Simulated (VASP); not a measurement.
# Y (Pm-3n) in VASP: single point with revPBE

Aim: the single point of Y with revPBE.

Everything below comes from runs of VASP 6.6.1. Logs are shortened: lines on timing, memory, paths and dates and some standing lists are left out, and cuts for length are marked.

### 1 The cell of the first run

The structure is cubic, space group Pm-3n (No. 223). Conventional cell: a = 6.540 Å, b = 6.540 Å, c = 6.540 Å, α = 90.00°, β = 90.00°, γ = 90.00°. Within 4.8 Å of Y (site symmetry m-3) lie 12 Y at 3.66 Å. Within 4.3 Å of Y (site symmetry -4m2) lie 14 Y at 3.27 to 4.00 Å.

### 2 Single point, revPBE

The input, INCAR:

```
ALGO     = Normal         # electronic algorithm
EDIFF    = 1E-6           # SCF threshold, eV
ENCUT    = 520            # plane-wave cutoff, eV
GGA      = RE             # functional
ISIF     = 2              # what is computed and relaxed
ISMEAR   = -1             # smearing method
LASPH    = T              # aspherical terms in the spheres
LCHARG   = F              # write CHGCAR
LREAL    = F              # projectors in reciprocal space
LWAVE    = F              # write WAVECAR
NBANDS   = 54             # bands
NELM     = 100            # most SCF steps
PREC     = Accurate       # precision mode
SIGMA    = 0.1            # smearing width, eV
```

The input, KPOINTS:

```
k-points
0
Gamma
  5 5 5
```

The input, POSCAR:

```
Y
1.0
    6.5395882422      0.0000000000      0.0000000000
    0.0000000000      6.5395882422      0.0000000000
    0.0000000000      0.0000000000      6.5395882422
Y
8
Direct
    1.0000000000      0.0000000000      1.0000000000
    0.5000000000      0.5000000000      0.5000000000
    0.2500000000      1.0000000000      0.5000000000
    0.7500000000      1.0000000000      0.5000000000
    0.5000000000      0.2500000000      1.0000000000
    0.5000000000      0.7500000000      1.0000000000
    0.0000000000      0.5000000000      0.2500000000
    0.0000000000      0.5000000000      0.7500000000
```

Potentials or basis: VASP PAW PBE potentials, release 64 (Y_sv).

Started as:

```
$ cat potpaw_PBE.64/Y_sv/POTCAR > POTCAR
$ mpirun -np 1 vasp_std > vasp.out
```

OUTCAR:

```text
EDIFF = 1E-6
   ENCUT = 520
   GGA = RE
   ISIF = 2
   ISMEAR = -1
   LASPH = T
   LREAL = F
   NELM = 100
   PREC = Accurate

 ion  position               nearest neighbor table
   1  0.000  0.000  0.000-   3 3.66   4 3.66   5 3.66   6 3.66   7 3.66   8 3.66   3 3.66   4 3.66
                             7 3.66   8 3.66   5 3.66   6 3.66
   2  0.500  0.500  0.500-   3 3.66   4 3.66   5 3.66   6 3.66   7 3.66   8 3.66   5 3.66   6 3.66
                             3 3.66   4 3.66   7 3.66   8 3.66
   3  0.250  0.000  0.500-   4 3.27   4 3.27   1 3.66   1 3.66   2 3.66   2 3.66   8 4.00   5 4.00
                             5 4.00   6 4.00   6 4.00   7 4.00   8 4.00   7 4.00
   4  0.750  0.000  0.500-   3 3.27   3 3.27   1 3.66   1 3.66   2 3.66   2 3.66   8 4.00   5 4.00
                             5 4.00   6 4.00   6 4.00   7 4.00   8 4.00   7 4.00
   5  0.500  0.250  0.000-   6 3.27   6 3.27   1 3.66   2 3.66   2 3.66   1 3.66   8 4.00   4 4.00
                             3 4.00   4 4.00   3 4.00   7 4.00   7 4.00   8 4.00
   6  0.500  0.750  0.000-   5 3.27   5 3.27   1 3.66   2 3.66   2 3.66   1 3.66   8 4.00   4 4.00
                             3 4.00   4 4.00   3 4.00   7 4.00   7 4.00   8 4.00
   7  0.000  0.500  0.250-   8 3.27   8 3.27   1 3.66   2 3.66   1 3.66   2 3.66   3 4.00   4 4.00
                             5 4.00   3 4.00   4 4.00   6 4.00   5 4.00   6 4.00
   8  0.000  0.500  0.750-   7 3.27   7 3.27   1 3.66   2 3.66   1 3.66   2 3.66   3 4.00   4 4.00
                             5 4.00   3 4.00   4 4.00   6 4.00   5 4.00   6 4.00

  LATTYP: Found a simple cubic cell.
 ALAT       =     6.5395882422

  Lattice vectors:

 A1 = (   6.5395882422,   0.0000000000,   0.0000000000)
 A2 = (   0.0000000000,   6.5395882422,   0.0000000000)
 A3 = (   0.0000000000,   0.0000000000,   6.5395882422)

Analysis of symmetry for initial positions (statically):
=====================================================================
 Subroutine PRICEL returns:
 Original cell was already a primitive cell.

 Routine SETGRP: Setting up the symmetry group for a
 simple cubic supercell.

 Subroutine GETGRP returns: Found 48 space group operations
 (whereof 24 operations were pure point group operations)
 out of a pool of 48 trial point group operations.

The static configuration has the point symmetry T_h .
 The point group associated with its full space group is O_h .

Analysis of symmetry for dynamics (positions and initial velocities):
=====================================================================
 Subroutine PRICEL returns:
 Original cell was already a primitive cell.

 Routine SETGRP: Setting up the symmetry group for a
 simple cubic supercell.

 Subroutine GETGRP returns: Found 48 space group operations
 (whereof 24 operations were pure point group operations)
 out of a pool of 48 trial point group operations.

The dynamic configuration has the point symmetry T_h .
 The point group associated with its full space group is O_h .

 Subroutine INISYM returns: Found 48 space group operations
 (whereof 24 operations are pure point group operations),
 and found     1 'primitive' translations

----------------------------------------------------------------------------------------

                                     Primitive cell

  volume of cell :     279.6734

  direct lattice vectors                    reciprocal lattice vectors
     6.539588242  0.000000000  0.000000000     0.152914826  0.000000000  0.000000000
     0.000000000  6.539588242  0.000000000     0.000000000  0.152914826  0.000000000
     0.000000000  0.000000000  6.539588242     0.000000000  0.000000000  0.152914826

  length of vectors
     6.539588242  6.539588242  6.539588242     0.152914826  0.152914826  0.152914826

  position of ions in fractional coordinates (direct lattice)
     0.000000000  0.000000000  0.000000000
     0.500000000  0.500000000  0.500000000
     0.250000000  0.000000000  0.500000000
     0.750000000  0.000000000  0.500000000
     0.500000000  0.250000000  0.000000000
     0.500000000  0.750000000  0.000000000
     0.000000000  0.500000000  0.250000000
     0.000000000  0.500000000  0.750000000

  ion indices of the primitive-cell ions
   primitive index   ion index
                 1           1
                 2           2
                 3           3
                 4           4
                 5           5
                 6           6
                 7           7
                 8           8

----------------------------------------------------------------------------------------

 KPOINTS: k-points

Automatic generation of k-mesh.
 Grid dimensions read from file:
 generate k-points for:    5    5    5

 Generating k-lattice:

  Cartesian coordinates                     Fractional coordinates (reciprocal lattice)
     0.030582965  0.000000000  0.000000000     0.200000000  0.000000000  0.000000000
     0.000000000  0.030582965  0.000000000     0.000000000  0.200000000  0.000000000
     0.000000000  0.000000000  0.030582965     0.000000000  0.000000000  0.200000000

  Length of vectors
     0.030582965  0.030582965  0.030582965

  Shift w.r.t. Gamma in fractional coordinates (k-lattice)
     0.000000000  0.000000000  0.000000000

 Subroutine IBZKPT returns following result:
 ===========================================

 Found     10 irreducible k-points:

 Following reciprocal coordinates:
            Coordinates               Weight
  0.000000  0.000000  0.000000      1.000000
  0.200000  0.000000  0.000000      6.000000
  0.400000  0.000000  0.000000      6.000000
  0.200000  0.200000  0.000000     12.000000
  0.400000  0.200000  0.000000     24.000000
  0.400000  0.400000  0.000000     12.000000
  0.200000  0.200000  0.200000      8.000000
  0.400000  0.200000  0.200000     24.000000
  0.400000  0.400000  0.200000     24.000000
  0.400000  0.400000  0.400000      8.000000
   k-points           NKPTS =     10   k-points in BZ     NKDIM =     10   number of bands    NBANDS=     54
   number of dos      NEDOS =    301   number of ions     NIONS =      8
   total plane-waves  NPLWV = 125000
   dimension x,y,z NGX =    50 NGY =   50 NGZ =   50
   dimension x,y,z NGXF=   100 NGYF=  100 NGZF=  100
   ions per type =               8
   NGX,Y,Z   is equivalent  to a cutoff of  12.71, 12.71, 12.71 a.u.
   NGXF,Y,Z  is equivalent  to a cutoff of  25.42, 25.42, 25.42 a.u.
 SYSTEM =  unknown system
   PREC   = accura    normal or accurate (medium, high low for compatibility)
   ISTART =      0    job   : 0-new  1-cont  2-samecut
   ICHARG =      2    charge: 1-file 2-atom 10-const
   ISPIN  =      1    spin polarized calculation?
   LNONCOLLINEAR =      F non collinear calculations
   LSORBIT =      F    spin-orbit coupling
   LASPH  =      T    aspherical Exc in radial PAW
   ENCUT  =  520.0 eV  38.22 Ry    6.18 a.u.  12.16 12.16 12.16*2*pi/ulx,y,z
   NELM   =    100;   NELMIN=  2; NELMDL= -5     # of ELM steps
   EDIFF  = 0.1E-05   stopping-criterion for ELM
   LREAL  =      F    real-space projection
   EDIFFG = 0.1E-04   stopping-criterion for IOM
   NSW    =      0    number of steps for IOM
   IBRION =     -1    ionic relax: 0-MD 1-quasi-New 2-CG
   NFREE  =      0    steps in history (QN), initial steepest desc. (CG)
   ISIF   =      2    stress and relaxation
   ISYM   =      2    0-nonsym 1-usesym 2-fastsym
   POTIM  = 0.5000    time-step for ionic-motion
   TEBEG  =    0.0;   TEEND  =   0.0 temperature during run
   PSTRESS=    0.0 pullay stress
   NELECT =      88.0000    total number of electrons
   NUPDOWN=      -1.0000    fix difference up-down
   EMIN   =  10.00;   EMAX   =-10.00  energy-range for DOS
   EFERMI =   0.00;   METHOD = LEGACY
   ISMEAR =    -1;   SIGMA  =   0.10  broadening in eV -4-tet -1-fermi 0-gaus
   EFERMI_NEDOS =   21; number of points for ismear=-14 and -15
   IALGO  =     38    algorithm
   IMIX   =      4    mixing-type and parameters
     AMIX     =   0.40;   BMIX     =  1.00
     AMIX_MAG =   1.60;   BMIX_MAG =  1.00
  volume/ion in A,a.u.               =      34.96       235.92
  Fermi-wavevector in a.u.,A,eV,Ry     =   1.113487  2.104186 16.869241  1.239854
  Thomas-Fermi vector in A             =   2.250073
   LORBIT       =      0    0 simple, 1 ext, 2 COOP (PROOUT), +10 PAW based schemes
   GGA     = RE    functional components
   LHFCALC =     F    Hartree Fock is set to
   AEXX    =    0.0000 exact exchange contribution
   IVDW    =     0    specifies the selected vdW correction
   LEPSILON=     F    determine dielectric tensor
   LRPA    =     F    only Hartree local field effects (RPA)
 non-spin polarized calculation
  energy-cutoff  :      520.00
  volume of cell :      279.67
 maximum number of plane-waves:      7543
 NGX is ok and might be reduce to    50
   NGX = 25   NGY = 25   NGZ = 25

 number of electron      87.9999992 magnetization

 Free energy of the ion-electron system (eV)
  ---------------------------------------------------
  ext. energy  EPLUGINS =         0.00000000
  ---------------------------------------------------
  free energy    TOTEN  =       -47.76545913 eV

  energy without entropy =      -46.95146534  energy(sigma->0) =      -47.35846224

 E-fermi :   2.8623     XC(G=0):  -9.1129

 val. band max:        2.8604686242   @ k =   0.4000   0.2000   0.2000
 cond. band min:       2.8739779919   @ k =   0.2000   0.2000   0.0000
 fundamental gap:      0.0135093677
 Fermi energy:         2.8622755755

 k-point     1 :       0.0000    0.0000    0.0000
  band No.  band energies     occupation
      1     -40.1048      2.00000
      2     -40.0847      2.00000
      3     -40.0847      2.00000
      4     -40.0261      2.00000
      5     -40.0261      2.00000
      6     -40.0261      2.00000
[... 46 lines left out ...]
     53       4.2126      0.00000
     54       4.2127      0.00000

 k-point     2 :       0.2000    0.0000    0.0000
  band No.  band energies     occupation
      1     -40.1014      2.00000
      2     -40.0857      2.00000
      3     -40.0804      2.00000
      4     -40.0325      2.00000
      5     -40.0261      2.00000
      6     -40.0261      2.00000
[... 46 lines left out ...]
     53       4.2140      0.00000
     54       4.2408      0.00000

 k-point     3 :       0.4000    0.0000    0.0000
  band No.  band energies     occupation
      1     -40.0947      2.00000
      2     -40.0891      2.00000
      3     -40.0673      2.00000
      4     -40.0486      2.00000
      5     -40.0261      2.00000
      6     -40.0261      2.00000
[... 46 lines left out ...]
     53       4.2239      0.00000
     54       4.2823      0.00000
[... 286 lines left out ...]
 k-point     9 :       0.4000    0.4000    0.2000
  band No.  band energies     occupation
      1     -40.0841      2.00000
      2     -40.0712      2.00000
      3     -40.0657      2.00000
      4     -40.0495      2.00000
      5     -40.0472      2.00000
      6     -40.0323      2.00000
[... 46 lines left out ...]
     53       3.8935      0.00007
     54       3.9806      0.00003

 k-point    10 :       0.4000    0.4000    0.4000
  band No.  band energies     occupation
      1     -40.0702      2.00000
      2     -40.0669      2.00000
      3     -40.0669      2.00000
      4     -40.0486      2.00000
      5     -40.0486      2.00000
      6     -40.0474      2.00000
[... 46 lines left out ...]
     53       3.7536      0.00027
     54       3.7610      0.00025

------------------------ aborting loop because EDIFF is reached ----------------------------------------

  FORCE on cell =-STRESS in cart. coord.  units (eV):
  Direction    XX          YY          ZZ          XY          YZ          ZX
  --------------------------------------------------------------------------------------
  -------------------------------------------------------------------------------------
  Total       -0.1429654     -0.1429654     -0.1429654     -0.0000000     -0.0000000     -0.0000000
  in kB       -0.8190122     -0.8190122     -0.8190122     -0.0000000     -0.0000000     -0.0000000
  external PRESSURE =      -0.8190122 kB  Pullay stress =       0.0000000 kB

 VOLUME and BASIS-vectors are now :
 -----------------------------------------------------------------------------
  energy-cutoff  :      520.00
  volume of cell :      279.67
      direct lattice vectors                 reciprocal lattice vectors
     6.539588242  0.000000000  0.000000000     0.152914826  0.000000000  0.000000000
     0.000000000  6.539588242  0.000000000     0.000000000  0.152914826  0.000000000
     0.000000000  0.000000000  6.539588242     0.000000000  0.000000000  0.152914826

 POSITION                                       TOTAL-FORCE (eV/Angst)
 -----------------------------------------------------------------------------------
      0.00000      0.00000      0.00000         0.000000      0.000000     -0.000000
      3.26979      3.26979      3.26979         0.000000      0.000000     -0.000000
      1.63490      0.00000      3.26979         0.000000     -0.000000      0.000000
      4.90469      0.00000      3.26979        -0.000000      0.000000      0.000000
      3.26979      1.63490      0.00000         0.000000     -0.000000     -0.000000
      3.26979      4.90469      0.00000        -0.000000      0.000000      0.000000
      0.00000      3.26979      1.63490         0.000000     -0.000000     -0.000000
      0.00000      3.26979      4.90469         0.000000     -0.000000      0.000000
 -----------------------------------------------------------------------------------
    total drift:                                0.000000     -0.000000     -0.000000

  FREE ENERGIE OF THE ION-ELECTRON SYSTEM (eV)
  ---------------------------------------------------
  free  energy   TOTEN  =       -47.7654591306 eV

  energy  without entropy=      -46.9514653422  energy(sigma->0) =      -47.35846224
```

Run time: 5.4 min. Hardware: 1 thread of Intel Xeon Platinum 8259CL at 2.50GHz (Skylake/Cascade Lake), shared host; peak memory 0.39 GiB.

Results:

```
Free energy            : -47.7655 eV
Pressure               : -0.1 GPa
Band gap on the k mesh : zero (band 44 reaches 2.92 eV, above the bottom of band 45 at 2.51 eV)
```

Levels at points of the mesh, in eV from the Fermi level:
| k point | band 41 | band 42 | band 43 | band 44 | band 45 | band 46 | band 47 | band 48 |
| --- | --- | --- | --- | --- | --- | --- | --- | --- |
| (0.00, 0.00, 0.00) | -0.50 | -0.50 | -0.35 | -0.35 | -0.35 | -0.06 | -0.06 | -0.06 |

Caveat: the PAW data sets were made with another functional, which shifts forces and pressure a little.
